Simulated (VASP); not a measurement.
# BaTiO3 (Pm-3m) in VASP: notebook, part 2 of 2

VASP 6.6.1. Earlier steps stand in the parts before.

### Step 3. Single point, LDA

This run uses another cell than the first one, of 11.83 Å³/atom.

The input, INCAR:

```
SYSTEM = BaTiO3
PREC = Accurate
ENCUT = 1340
EDIFF = 1E-6
ISMEAR = 0
SIGMA = 0.01
LREAL = .False.
LASPH = .True.
NELM = 120
ALGO = Normal
ISIF = 2
LWAVE = .False.
LCHARG = .True.
LELF = .True.
LVHAR = .True.
NBANDS = 28
GGA_COMPAT = .False.
```

The input, KPOINTS:

```
regular mesh
0
Gamma
  6 6 6
  0 0 0
```

The input, POSCAR:

```
BaTiO3
1.0
    3.8961908378      0.0000000000      0.0000000000
    0.0000000000      3.8961908378      0.0000000000
    0.0000000000      0.0000000000      3.8961908378
Ba Ti O
1 1 3
Direct
    0.5000000000      0.5000000000      0.5000000000
    0.0000000000      0.0000000000      0.0000000000
    0.5000000000      0.0000000000      0.0000000000
    0.0000000000      0.5000000000      0.0000000000
    0.0000000000      0.0000000000      0.5000000000
```

Potentials or basis: VASP PAW LDA potentials, release 64 (Ba_sv, Ti_sv, O_h).

Launch:

```console
$ cat potpaw_LDA.64/Ba_sv/POTCAR potpaw_LDA.64/Ti_sv/POTCAR potpaw_LDA.64/O_h/POTCAR > POTCAR
$ mpirun -np 1 vasp_std > vasp.out
```

OUTCAR:

```text
SYSTEM = BaTiO3
   PREC = Accurate
   ENCUT = 1340
   EDIFF = 1E-6
   ISMEAR = 0
   LREAL = .False.
   LASPH = .True.
   NELM = 120
   ISIF = 2

 ion  position               nearest neighbor table
   1  0.500  0.500  0.500-   3 2.76   4 2.76   5 2.76   3 2.76   4 2.76   3 2.76   5 2.76   3 2.76
                             4 2.76   5 2.76   4 2.76   5 2.76   2 3.37   2 3.37   2 3.37   2 3.37
   2  0.000  0.000  0.000-   3 1.95   4 1.95   5 1.95   5 1.95   4 1.95   3 1.95   1 3.37   1 3.37
                             1 3.37   1 3.37   1 3.37   1 3.37   1 3.37   1 3.37
[... 821 lines left out ...]
  -------------------------------------------------------------------------------------
  Total        3.2399701      3.2399701      3.2399701      0.0000000     -0.0000000      0.0000000
  in kB       87.7669323     87.7669323     87.7669323      0.0000000     -0.0000000      0.0000000
  external PRESSURE =      87.7669323 kB  Pullay stress =       0.0000000 kB

 VOLUME and BASIS-vectors are now :
 -----------------------------------------------------------------------------
  energy-cutoff  :     1340.00
  volume of cell :       59.15
      direct lattice vectors                 reciprocal lattice vectors
     3.896190838  0.000000000  0.000000000     0.256660939  0.000000000  0.000000000
     0.000000000  3.896190838  0.000000000     0.000000000  0.256660939  0.000000000
     0.000000000  0.000000000  3.896190838     0.000000000  0.000000000  0.256660939

 POSITION                                       TOTAL-FORCE (eV/Angst)
 -----------------------------------------------------------------------------------
      1.94810      1.94810      1.94810         0.000000      0.000000      0.000000
      0.00000      0.00000      0.00000         0.000000      0.000000      0.000000
      1.94810      0.00000      0.00000         0.000000      0.000000      0.000000
      0.00000      1.94810      0.00000         0.000000      0.000000      0.000000
      0.00000      0.00000      1.94810         0.000000      0.000000      0.000000
 -----------------------------------------------------------------------------------
    total drift:                                0.000000      0.000000      0.000000

  FREE ENERGIE OF THE ION-ELECTRON SYSTEM (eV)
  ---------------------------------------------------
  free  energy   TOTEN  =       -44.1142034366 eV

  energy  without entropy=      -44.1142034366  energy(sigma->0) =      -44.11420344
```

OSZICAR:

```text
N       E                     dE             d eps       ncg     rms          rms(c)
DAV:   1     0.664095794499E+03    0.66410E+03   -0.35825E+04  1120   0.313E+03
DAV:   2     0.645424578078E+02   -0.59955E+03   -0.57056E+03  1192   0.635E+02
DAV:   3    -0.471811966522E+02   -0.11172E+03   -0.10567E+03  1492   0.214E+02
DAV:   4    -0.542050247289E+02   -0.70238E+01   -0.69956E+01  1432   0.526E+01
DAV:   5    -0.544597004305E+02   -0.25468E+00   -0.25437E+00  1668   0.961E+00    0.247E+01
DAV:   6    -0.442719230167E+02    0.10188E+02   -0.52460E+01  1588   0.686E+01    0.102E+01
DAV:   7    -0.442542268640E+02    0.17696E-01   -0.86979E+00  1528   0.215E+01    0.743E+00
DAV:   8    -0.441141282354E+02    0.14010E+00   -0.95695E-01  1408   0.917E+00    0.268E+00
DAV:   9    -0.441319191591E+02   -0.17791E-01   -0.22167E-01  1472   0.316E+00    0.117E+00
DAV:  10    -0.441158715369E+02    0.16048E-01   -0.10923E-01  1428   0.305E+00    0.371E-01
DAV:  11    -0.441143246523E+02    0.15469E-02   -0.10424E-02  1640   0.711E-01    0.110E-01
DAV:  12    -0.441142241058E+02    0.10055E-03   -0.13045E-03  1344   0.364E-01    0.467E-02
DAV:  13    -0.441142116079E+02    0.12498E-04   -0.10453E-04  1584   0.726E-02    0.279E-02
DAV:  14    -0.441142047223E+02    0.68856E-05   -0.78186E-05  1488   0.501E-02    0.958E-03
DAV:  15    -0.441142039362E+02    0.78607E-06   -0.14122E-05  1540   0.299E-02    0.714E-03
DAV:  16    -0.441142034366E+02    0.49963E-06   -0.17982E-06   900   0.138E-02
   1 F= -.44114203E+02 E0= -.44114203E+02  d E =-.120291E-22
```

stdout:

```text
POSCAR found type information on POSCAR BaTiO
 POSCAR found :  3 types and       5 ions
 scaLAPACK will be used
 LDA part: xc-table for (Slater(with rela. corr.)+CA(PZ))
 , standard interpolation
 POSCAR, INCAR and KPOINTS ok, starting setup
 FFT: planning ... GRIDC
 FFT: planning ... GRID_SOFT
 FFT: planning ... GRID
 WAVECAR not read
 entering main loop
```

It took 2.1 min on 1 thread of Intel Xeon Platinum 8488C (Sapphire Rapids), shared host; peak memory 0.35 GiB.

Results:

- Free energy: -44.1142 eV
- Pressure: 8.8 GPa
- Band gap on the k mesh: 1.81 eV (least direct gap 1.86 eV)

Levels at points of the mesh, in eV from the valence-band top:
```csv
k point,band 18,band 19,band 20,band 21,band 22,band 23
"(0.00, 0.00, 0.00)",-0.05,-0.05,-0.05,1.81,1.81,1.81
"(0.50, 0.00, 0.00)",-1.95,-0.70,-0.70,2.01,3.88,3.88
"(0.50, 0.50, 0.00)",-0.80,-0.80,-0.10,3.89,3.89,4.33
"(0.50, 0.50, 0.50)",0.00,0.00,0.00,4.67,4.67,4.67
```

Caveat: the cell stands under pressure; spin-orbit coupling is left out, which moves the levels of the heavy elements. A k mesh can miss the band edges.
